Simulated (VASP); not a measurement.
Set up this calculation in VASP 6.6.1, as the native input.

```yaml
Task: single point
Functional: PBE
Potentials_or_basis: VASP PAW PBE potentials, release 64 (N, Ta_pv)
Cutoff: 520 eV
k_mesh: 13 × 13 × 12
Occupations: gaussian, width 0.1342 eV
Spin: no spin polarisation
Dipole_correction: no
k_mesh_for_the_DOS: 20 × 20 × 18
Occupations_for_the_DOS: tetrahedron
Further_INCAR_settings: ALGO = Normal; EDIFF = 1e-06
```

The system is TaN.

```
N Ta
1.0
     1.46836    2.54326    0.00000
    -1.46836    2.54326    0.00000
     0.00000    0.00000    2.88173
N Ta
1 1
Direct
  0.00000 0.00000 0.00000
  0.33330 0.33340 0.50000
```

One way to write it, as run:

POSCAR

```
TaN
1.0
    1.4683550000      2.5432630000      0.0000000000
   -1.4683550000      2.5432630000      0.0000000000
    0.0000000000      0.0000000000      2.8817350000
N Ta
1 1
Direct
    0.0000000000      0.0000000000      0.0000000000
    0.3333000000      0.3334000000      0.5000000000
```

INCAR.step1

```
SYSTEM = TaN
PREC = Accurate
ENCUT = 520
EDIFF = 1E-6
ISMEAR = 0
SIGMA = 0.1342
LREAL = .False.
LASPH = .True.
NELM = 80
ALGO = Normal
ISIF = 2
LWAVE = .False.
LCHARG = .True.
LMAXMIX = 4
GGA = PE
NBANDS = 15
```

KPOINTS.step1

```
Automatic mesh
0
Gamma
  13 13 12
  0 0 0
```

INCAR.step2

```
SYSTEM = TaN
PREC = Accurate
ENCUT = 520
EDIFF = 1E-6
ISMEAR = -5
SIGMA = 0.1342
LREAL = .False.
LASPH = .True.
NELM = 80
ALGO = Normal
ISIF = 2
LWAVE = .False.
LCHARG = .False.
LMAXMIX = 4
GGA = PE
LORBIT = 11
NEDOS = 1001
ICHARG = 11
```

KPOINTS.step2

```
Automatic mesh
0
Gamma
  20 20 18
  0 0 0
```

Potentials or basis: VASP PAW PBE potentials, release 64 (N, Ta_pv).

Launch:

```bash
$ cat potpaw_PBE.64/N/POTCAR potpaw_PBE.64/Ta_pv/POTCAR > POTCAR
$ cp INCAR.step1 INCAR
$ cp KPOINTS.step1 KPOINTS
$ mpirun -np 1 vasp_std > vasp.out
$ cp INCAR.step2 INCAR
$ cp KPOINTS.step2 KPOINTS
$ mpirun -np 1 vasp_std > vasp.out
```

Results of the run:

The valence electrons inside the program's atomic spheres are N 3.74; Ta 9.00.

Wall time 4.7 min on 1 thread of Intel Xeon 8259CL (shared host), peak memory 0.45 GiB.
